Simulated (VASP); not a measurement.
PbS: single point with RPBE

PbS:

```
Pb S
1.0
     4.08970    0.00000    0.00000
    -2.04485    3.54178    0.00000
     0.00000    0.00000    3.78817
Pb S
1 1
Cartesian
  0.0000 0.0000 0.0000
  2.0448 1.1806 1.8941
```

| Quantity | Value |
| --- | --- |
| Program | VASP 6.6.1 |
| Task | single point |
| Functional | RPBE |
| Potentials or basis | VASP PAW PBE potentials, release 64 (Pb_d, S) |
| Cutoff | 520 eV |
| k mesh | 8 × 8 × 7 |
| Occupations | gaussian, width 0.02 eV |
| Spin | no spin polarisation |
| Dipole correction | no |
| Further INCAR settings | ALGO = Normal; EDIFF = 1e-07; NBANDS = 17 |

The pressure is 1.8 GPa. The band gap on the k mesh is 0.30 eV, indirect (least direct gap 1.70 eV).

Stress tensor (GPa, compression positive):
```
1.77 0.00 0.00
0.00 1.77 0.00
0.00 0.00 1.89
```

Levels at points of the mesh, in eV from the valence-band top:
| k point | band 8 | band 9 | band 10 | band 11 | band 12 | band 13 |
| --- | --- | --- | --- | --- | --- | --- |
| (0.00, 0.00, 0.00) | -2.06 | -1.59 | -1.59 | 3.60 | 3.60 | 5.41 |
| (0.50, 0.00, 0.00) | -2.59 | -1.66 | -1.09 | 2.07 | 4.07 | 5.40 |

Run time: 16 s on 1 thread of Intel(R) Xeon(R) 6975P-C (Granite Rapids), on a shared host, peak memory 0.18 GiB.

Caveat: the PAW data sets were made with another functional, which shifts forces and pressure a little; spin-orbit coupling is left out, which moves the levels of the heavy elements. A k mesh can miss the band edges.
